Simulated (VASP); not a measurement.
A run of VASP 6.6.1 is set up as follows.

Contents of INCAR:

```
ALGO     = Normal         # electronic algorithm
EDIFF    = 1E-6           # SCF threshold, eV
ENCUT    = 520            # plane-wave cutoff, eV
GGA      = PE             # functional
ISIF     = 2              # what is computed and relaxed
ISMEAR   = 0              # smearing method
LASPH    = T              # aspherical terms in the spheres
LCHARG   = F              # write CHGCAR
LREAL    = F              # projectors in reciprocal space
LWAVE    = F              # write WAVECAR
NBANDS   = 36             # bands
NELM     = 80             # most SCF steps
PREC     = Accurate       # precision mode
SIGMA    = 0.1            # smearing width, eV
```

File KPOINTS:

```
k-points
0
Gamma
  3 3 4
```

Contents of POSCAR:

```
Si
1.0
    6.7855563396     -0.0000000033      0.0000000000
   -3.3927781669      5.8764641706      0.0000000000
    0.0000000000      0.0000000000      5.6964743605
Si
12
Direct
    0.6666543987      0.6666554393      0.5559034619
    1.0000010407      0.3333456013      0.5559034619
    1.0000010407      0.6666554393      0.9440965381
    0.3333445607      0.3333456013      0.9440965381
    0.6666554393      1.0000010407      0.4440965381
   -0.0000010407      0.3333445607      0.0559034619
   -0.0000010407      0.6666543987      0.4440965381
    0.6666554393      0.6666543987      0.0559034619
    0.3333456013      1.0000010407      0.0559034619
    0.3333456013      0.3333445607      0.4440965381
    0.6666543987     -0.0000010407      0.9440965381
    0.3333445607     -0.0000010407      0.5559034619
```

Potentials or basis: VASP PAW PBE potentials, release 64 (Si).

Launch:

```sh
$ cat potpaw_PBE.64/Si/POTCAR > POTCAR
$ mpirun -np 1 vasp_std > vasp.out
```

Question: Predict the largest force.

Answer: 0.011 eV/Å.

Question: What does it give for the pressure?

Answer: -0.2 GPa.

Question: Predict the band gap on the k mesh.

Answer: Zero (bands 24 and 25 overlap by 0.93 eV).

Forces in eV/Å, atoms in the order of the input:
```
Si   0.001  0.002 -0.011
Si   0.001 -0.002 -0.011
Si  -0.001  0.002  0.011
Si  -0.001 -0.002  0.011
Si   0.002  0.000  0.011
Si   0.001 -0.002 -0.011
Si  -0.001  0.002  0.011
Si   0.001  0.002 -0.011
Si  -0.002  0.000 -0.011
Si  -0.001 -0.002  0.011
Si   0.002  0.000  0.011
Si  -0.002  0.000 -0.011
```
